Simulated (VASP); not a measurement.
# SnSe2 (P-3m1) in VASP: further runs, part 2 of 2

VASP 6.6.1. The steps go on from the part before.

## 4. Single point, PBE

This run uses another cell than the first one, of 26.50 Å³/atom, 1.020 times its volume.

INCAR

```
SYSTEM = SnSe2
PREC = Accurate
ENCUT = 520
EDIFF = 1E-6
ISMEAR = -1
SIGMA = 0.05
LREAL = .False.
LASPH = .True.
NELM = 100
ALGO = Normal
ISIF = 2
LWAVE = .False.
LCHARG = .False.
GGA = PE
NBANDS = 20
```

KPOINTS

```
Automatic mesh
0
Gamma
  6 6 4
  0 0 0
```

POSCAR

```
SnSe2
1.0
    3.8110000000      0.0000000000      0.0000000000
   -1.9055000000      3.3004228100      0.0000000000
    0.0000000000      0.0000000000      6.3200800000
Sn Se
1 2
Direct
    0.0000000000      0.0000000000      0.0000000000
    0.3333333333      0.6666666667      0.2490000000
    0.6666666667      0.3333333333      0.7510000000
```

Potentials or basis: VASP PAW PBE potentials, release 64 (Sn_d, Se).

Launch:

```
$ cat potpaw_PBE.64/Sn_d/POTCAR potpaw_PBE.64/Se/POTCAR > POTCAR
$ mpirun -np 1 vasp_std > vasp.out
```

OUTCAR:

```text
SYSTEM = SnSe2
   PREC = Accurate
   ENCUT = 520
   EDIFF = 1E-6
   ISMEAR = -1
   LREAL = .False.
   LASPH = .True.
   NELM = 100
   ISIF = 2
   GGA = PE

 ion  position               nearest neighbor table
   1  0.000  0.000  0.000-   2 2.71   3 2.71   3 2.71   2 2.71   3 2.71   2 2.71
   2  0.333  0.667  0.249-   1 2.71   1 2.71   1 2.71
   3  0.667  0.333  0.751-   1 2.71   1 2.71   1 2.71

  LATTYP: Found a hexagonal cell.
 ALAT       =     3.8110000000
 C/A-ratio  =     1.6583783784

  Lattice vectors:

 A1 = (   3.8110000000,   0.0000000000,   0.0000000000)
 A2 = (  -1.9055000000,   3.3004228100,   0.0000000000)
 A3 = (   0.0000000000,   0.0000000000,   6.3200800000)

Analysis of symmetry for initial positions (statically):
=====================================================================
 Subroutine PRICEL returns:
 Original cell was already a primitive cell.

 Routine SETGRP: Setting up the symmetry group for a
 hexagonal supercell.

 Subroutine GETGRP returns: Found 12 space group operations
 (whereof 12 operations were pure point group operations)
 out of a pool of 24 trial point group operations.

The static configuration has the point symmetry D_3d.

Analysis of symmetry for dynamics (positions and initial velocities):
=====================================================================
 Subroutine PRICEL returns:
 Original cell was already a primitive cell.

 Routine SETGRP: Setting up the symmetry group for a
 hexagonal supercell.

 Subroutine GETGRP returns: Found 12 space group operations
 (whereof 12 operations were pure point group operations)
 out of a pool of 24 trial point group operations.

The dynamic configuration has the point symmetry D_3d.

 Subroutine INISYM returns: Found 12 space group operations
 (whereof 12 operations are pure point group operations),
 and found     1 'primitive' translations
[... 104 lines left out ...]
   POTIM  = 0.5000    time-step for ionic-motion
   TEBEG  =    0.0;   TEEND  =   0.0 temperature during run
   PSTRESS=    0.0 pullay stress
   NELECT =      26.0000    total number of electrons
   NUPDOWN=      -1.0000    fix difference up-down
   EMIN   =  10.00;   EMAX   =-10.00  energy-range for DOS
   EFERMI =   0.00;   METHOD = LEGACY
   ISMEAR =    -1;   SIGMA  =   0.05  broadening in eV -4-tet -1-fermi 0-gaus
   EFERMI_NEDOS =   21; number of points for ismear=-14 and -15
   IALGO  =     38    algorithm
   IMIX   =      4    mixing-type and parameters
     AMIX     =   0.40;   BMIX     =  1.00
     AMIX_MAG =   1.60;   BMIX_MAG =  1.00
  volume/ion in A,a.u.               =      26.50       178.82
  Fermi-wavevector in a.u.,A,eV,Ry     =   1.127948  2.131512 17.310226  1.272266
  Thomas-Fermi vector in A             =   2.264636
   LORBIT       =      0    0 simple, 1 ext, 2 COOP (PROOUT), +10 PAW based schemes
   GGA     = PE    functional components
[... 5 lines left out ...]
 non-spin polarized calculation
  energy-cutoff  :      520.00
  volume of cell :       79.49
 maximum number of plane-waves:      2160
   NGX = 15   NGY = 15   NGZ = 23

 number of electron      25.9999996 magnetization

 Free energy of the ion-electron system (eV)
  ---------------------------------------------------
  ext. energy  EPLUGINS =         0.00000000
  ---------------------------------------------------
  free energy    TOTEN  =       -11.80825211 eV

  energy without entropy =      -11.80819807  energy(sigma->0) =      -11.80822509

 E-fermi :   4.2255     XC(G=0):  -9.3156

 val. band max:        3.8202857840   @ k =   0.1667  -0.0000   0.0000
 cond. band min:       4.5850585832   @ k =   0.5000  -0.0000   0.5000
 fundamental gap:      0.7647727993
 Fermi energy:         4.2254715062

 k-point     1 :       0.0000    0.0000    0.0000
  band No.  band energies     occupation
      1     -17.3712      2.00000
      2     -17.3712      2.00000
      3     -17.3331      2.00000
      4     -17.3208      2.00000
      5     -17.3208      2.00000
      6      -9.9411      2.00000
[... 541 lines left out ...]
     19      12.9547      0.00000
     20      13.0307      0.00000

------------------------ aborting loop because EDIFF is reached ----------------------------------------

  FORCE on cell =-STRESS in cart. coord.  units (eV):
  Direction    XX          YY          ZZ          XY          YZ          ZX
  --------------------------------------------------------------------------------------
  -------------------------------------------------------------------------------------
  Total        1.7478666      1.7478666      1.6186831      0.0000000      0.0000000      0.0000000
  in kB       35.2279824     35.2279823     32.6243089      0.0000000      0.0000000      0.0000000
  external PRESSURE =      34.3600912 kB  Pullay stress =       0.0000000 kB

 VOLUME and BASIS-vectors are now :
 -----------------------------------------------------------------------------
  energy-cutoff  :      520.00
  volume of cell :       79.49
      direct lattice vectors                 reciprocal lattice vectors
     3.811000000  0.000000000  0.000000000     0.262398321  0.151495741  0.000000000
    -1.905500000  3.300422810  0.000000000     0.000000000  0.302991482  0.000000000
     0.000000000  0.000000000  6.320080000     0.000000000  0.000000000  0.158225845

 POSITION                                       TOTAL-FORCE (eV/Angst)
 -----------------------------------------------------------------------------------
      0.00000      0.00000      0.00000         0.000000      0.000000      0.000000
     -0.00000      2.20028      1.57370        -0.000000      0.000000      0.347625
      1.90550      1.10014      4.74638         0.000000      0.000000     -0.347625
 -----------------------------------------------------------------------------------
    total drift:                                0.000000      0.000000      0.000000

  FREE ENERGIE OF THE ION-ELECTRON SYSTEM (eV)
  ---------------------------------------------------
  free  energy   TOTEN  =       -11.8082521058 eV

  energy  without entropy=      -11.8081980740  energy(sigma->0) =      -11.80822509
```

OSZICAR:

```text
N       E                     dE             d eps       ncg     rms          rms(c)
DAV:   1     0.203993993325E+03    0.20399E+03   -0.12130E+04   976   0.146E+03
DAV:   2     0.118074742985E+02   -0.19219E+03   -0.18521E+03  1012   0.384E+02
DAV:   3    -0.112681759194E+02   -0.23076E+02   -0.22514E+02  1204   0.114E+02
DAV:   4    -0.120560996198E+02   -0.78792E+00   -0.78690E+00  1144   0.221E+01
DAV:   5    -0.120752360979E+02   -0.19136E-01   -0.19135E-01  1360   0.361E+00    0.502E+00
DAV:   6    -0.118259906999E+02    0.24925E+00   -0.51322E-01  1456   0.741E+00    0.323E+00
DAV:   7    -0.118077513160E+02    0.18239E-01   -0.15584E-01  1140   0.248E+00    0.101E+00
DAV:   8    -0.118077064312E+02    0.44885E-04   -0.12149E-02  1216   0.105E+00    0.277E-01
DAV:   9    -0.118082129509E+02   -0.50652E-03   -0.15293E-03  1092   0.295E-01    0.849E-02
DAV:  10    -0.118082210260E+02   -0.80751E-05   -0.11536E-04  1288   0.750E-02    0.340E-02
DAV:  11    -0.118082517977E+02   -0.30772E-04   -0.44379E-05  1064   0.367E-02    0.772E-03
DAV:  12    -0.118082521058E+02   -0.30807E-06   -0.22884E-06  1100   0.112E-02
   1 F= -.11808252E+02 E0= -.11808225E+02  d E =-.540318E-04
```

stdout:

```text
POSCAR found type information on POSCAR SnSe
 POSCAR found :  2 types and       3 ions
 scaLAPACK will be used
 LDA part: xc-table for (Slater+PW92), standard interpolation
 POSCAR, INCAR and KPOINTS ok, starting setup
 FFT: planning ... GRIDC
 FFT: planning ... GRID_SOFT
 FFT: planning ... GRID
 WAVECAR not read
 entering main loop
```

It took 26 s on 1 thread of Intel Xeon Platinum 8259CL at 2.50GHz (Skylake/Cascade Lake), shared host; peak memory 0.2 GiB.

What came out:

```yaml
Free_energy: -11.8083 eV
Pressure: 3.4 GPa
Largest_force: 0.348 eV/Å
Band_gap_on_the_k_mesh: 0.76 eV, indirect (least direct gap 1.21 eV)
```

Forces in eV/Å, atoms in the order of the input:
```
Sn   0.000  0.000  0.000
Se   0.000  0.000  0.348
Se   0.000  0.000 -0.348
```

Stress tensor (GPa, compression positive):
```
3.52 0.00 0.00
0.00 3.52 0.00
0.00 0.00 3.26
```

Caveat: spin-orbit coupling is left out, which moves the levels of the heavy elements; this functional lacks dispersion, which binds the layers, so the pressure and a relaxed spacing across them are unreliable. A k mesh can miss the band edges.

## 5. Summary

| cell | gap on the mesh (eV) | pressure (GPa) | largest force (eV/Å) |
| --- | --- | --- | --- |
| a = 3.811, b = 3.811, c = 6.197 Å, angles 90.0, 90.0, 120.0°, 3 atoms | 0.87 | 4.9 | 0.64 |
| a = 3.811, b = 3.811, c = 6.259 Å, angles 90.0, 90.0, 120.0°, 3 atoms | 0.83 | 4.1 | 0.50 |
| a = 3.811, b = 3.811, c = 6.320 Å, angles 90.0, 90.0, 120.0°, 3 atoms | 0.76 | 3.4 | 0.35 |

Alike in all rows: task single point; level PBE; potentials or basis VASP PAW PBE potentials, release 64 (Sn_d, Se); no spin polarisation; k mesh 6 × 6 × 4; cutoff (eV) 520; smearing fermi-dirac 0.05 eV.

Caveats: spin-orbit coupling is left out, which moves the levels of the heavy elements; this functional lacks dispersion, which binds the layers, so the pressure and a relaxed spacing across them are unreliable.

Absolute energies hang on the potentials; compare differences alone.
